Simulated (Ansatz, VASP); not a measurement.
Ni: VASP beside Ansatz

File INCAR:

```
PREC     = Accurate       # precision mode
ENCUT    = 520            # plane-wave cutoff, eV
EDIFF    = 1E-6           # SCF threshold, eV
ISMEAR   = -1             # smearing method
SIGMA    = 0.1            # smearing width, eV
LREAL    = False          # projectors in reciprocal space
LASPH    = True           # aspherical terms in the spheres
NELM     = 150            # most SCF steps
ALGO     = Normal         # electronic algorithm
ISIF     = 2              # what is computed and relaxed
LWAVE    = False          # write WAVECAR
LCHARG   = False          # write CHGCAR
ISPIN    = 2              # spin polarisation
MAGMOM   = 1.5            # initial moments
LORBIT   = 11             # projections on sites
LMAXMIX  = 4              # l up to which the mixer works
NBANDS   = 15             # bands
```

The input KPOINTS:

```
regular mesh
0
Gamma
  16 16 16
```

The input POSCAR:

```
Ni
1.0
    0.0000000000      1.8188104652      1.8188104652
    1.8188104652      0.0000000000      1.8188104652
    1.8188104652      1.8188104652      0.0000000000
Ni
1
Direct
    0.0000000000      0.0000000000      0.0000000000
```

Input for Ansatz:

```yaml
crystal:
  lattice:
    - [0.0, 1.8188104652, 1.8188104652]
    - [1.8188104652, 0.0, 1.8188104652]
    - [1.8188104652, 1.8188104652, 0.0]
  atoms:
    - { symbol: Ni, position: [0.0, 0.0, 0.0], spin: 1.5 }
magnetization:
  spin_polarized: true
kpoints:
  mp_grid: { grid: [16, 16, 16] }
scf:
  occupations: { method: fermi_dirac, width: 0.1 }
hamiltonian:
  xc: lda
  pseudopotentials: { kind: all_electron, lapw: { basis_error: 0.0005 } }
output:
  forces: true
  stress: true
  eigenvalues: false
  populations: true
```

Change from the starting cell: volume scaled by 1.1, LAPW.

Alike in both runs: task single point; functional LDA; k mesh 16 × 16 × 16; occupations fermi-dirac, width 0.1 eV; collinear spin.

```csv
,VASP,Ansatz
version,VASP 6.6.1,Ansatz 0.2.0
potentials or method,"VASP PAW LDA potentials, release 64 (Ni), cutoff 520 eV","all-electron LAPW, scalar-relativistic"
```

Ansatz gave:

```
pressure (GPa)                                                : -29.5
net moment per atom (μB)                                      : 0.62
size of the moment on the site where the two differ most (μB) : 0.64
```

Q: Which values does VASP return?

A: Pressure (GPa): -29.0; net moment per atom (μB): 0.60; size of the moment on the site where the two differ most (μB): 0.60.

LDA's correlation is that of Perdew and Zunger in VASP and of Perdew and Wang (1992) in Ansatz. Site moments also hang on the region over which each program counts them. Both programs put the cell under strong tension, so it lies far from rest at this level. Ansatz ran all-electron here, and VASP with PAW potentials.
